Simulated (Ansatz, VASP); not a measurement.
**One calculation of Ge, two programs**

```
CELL_PARAMETERS angstrom
4.05558 0.00000 0.00000
-2.02779 3.51224 0.00000
0.00000 0.00000 6.50367
ATOMIC_POSITIONS crystal
Ge 0.66667 0.33333 0.06298
Ge 0.33333 0.66667 0.56298
Ge 0.66667 0.33333 0.43702
Ge 0.33333 0.66667 0.93702
```

Change from the starting cell: strain +0.015 along x and y, -0.015 along z, atoms carried along.

Alike in both runs: task single point; functional r2SCAN; k mesh 12 × 12 × 6; occupations gaussian, width 0.03 eV; no spin polarisation.

|  | VASP | Ansatz |
| --- | --- | --- |
| version | VASP 6.6.1 | Ansatz 0.2.0 |
| potentials or method | VASP PAW PBE potentials, release 64 (Ge_d), cutoff 520 eV | scalar-relativistic, plane waves, PAW |
| valence electrons in the cell | 56 | 56 |

|  | VASP | Ansatz | Ansatz less VASP |
| --- | --- | --- | --- |
| gap on the k mesh at the Fermi level (eV) | none | none | - |
| pressure (GPa) | -0.8 | -0.9 | -0.05 |
| traceless stress, the component that is largest in VASP (GPa) | 3.69 | 3.68 | -0.006 |
| rms of the force components (eV/Å) | 0.166 | 0.165 | -0.0009 |

VASP's potentials were made for PBE, not for r2SCAN. Atom by atom the forces differ by 0.001 eV/Å (rms over components). A gap of «none» marks a metal or a gap that the smearing closes. The functional is the same, so the differences come from potentials, cutoffs and numerics.
